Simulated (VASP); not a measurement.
**Mo: relaxation of cell and atoms with BLYP**

Mo:

```
CELL_PARAMETERS angstrom
-1.58381 1.58381 1.58381
1.58381 -1.58381 1.58381
1.58381 1.58381 -1.58381
ATOMIC_POSITIONS crystal
Mo 0.00000 0.00000 0.00000
```

```json
{
  "Program": "VASP 6.6.1",
  "Task": "relaxation of cell and atoms",
  "Functional": "BLYP",
  "Potentials or basis": "VASP PAW PBE potentials, release 64 (Mo_sv)",
  "Cutoff": "600 eV",
  "k mesh": "12 × 12 × 12",
  "Occupations": "fermi-dirac, width 0.05 eV",
  "Spin": "no spin polarisation",
  "Dipole correction": "no",
  "Further INCAR settings": "ALGO = Normal; EDIFF = 1e-06; IBRION = 2; EDIFFG = -0.02; NSW = 80; ISIF = 3"
}
```

The relaxed volume is 16.46 Å³/atom. The relaxed cell is a = 2.776 Å, b = 2.776 Å, c = 2.776 Å, α = 109.47°, β = 109.47°, γ = 109.47°. The space group after relaxing (to 0.05 Å) is Im-3m (No. 229). The energy gained by relaxing is 15.4 meV/atom. The ionic steps are 4 and the pressure after relaxing is 0.0 GPa. The band gap on the k mesh is zero (band 7 reaches 15.93 eV, above the bottom of band 8 at 10.98 eV).

Step by step:
```csv
step,energy change (eV),largest force (eV/Å),pressure (GPa),volume (Å³)
1,0.0000,0.0000,8.95,15.89
2,0.0767,0.0000,-17.40,18.02
3,-0.0154,0.0000,-0.29,16.48
4,-0.0154,0.0000,-0.02,16.46
```

Final structure:
```cif
data_structure
_symmetry_space_group_name_H-M 'P 1'
_symmetry_Int_Tables_number 1
_cell_length_a 2.7757
_cell_length_b 2.7757
_cell_length_c 2.7757
_cell_angle_alpha 109.471
_cell_angle_beta 109.471
_cell_angle_gamma 109.471
_cell_volume 16.46
loop_
_atom_site_label
_atom_site_type_symbol
_atom_site_fract_x
_atom_site_fract_y
_atom_site_fract_z
_atom_site_occupancy
Mo1 Mo 0.00000 0.00000 0.00000 1
```

Levels at points of the mesh, in eV from the Fermi level:
| k point | band 3 | band 4 | band 5 | band 6 | band 7 | band 8 | band 9 | band 10 | band 11 |
| --- | --- | --- | --- | --- | --- | --- | --- | --- | --- |
| (0.00, 0.00, 0.00) | -34.57 | -34.57 | -6.82 | -1.30 | -1.30 | -1.30 | 1.57 | 1.57 | 14.97 |
| (0.50, 0.00, 0.00) | -34.95 | -34.57 | -4.92 | -3.16 | 1.55 | 1.74 | 2.13 | 4.34 | 10.92 |
| (0.50, 0.50, 0.50) | -35.40 | -35.40 | -4.95 | -4.95 | 3.65 | 3.65 | 3.65 | 8.88 | 8.88 |

It took 54 s on 1 thread of Intel(R) Xeon(R) Platinum 8259CL CPU @ 2.50GHz (Skylake/Cascade Lake), with other jobs on the host, peak memory 0.15 GiB.

Caveat: the PAW data sets were made with another functional, which shifts forces and pressure a little.
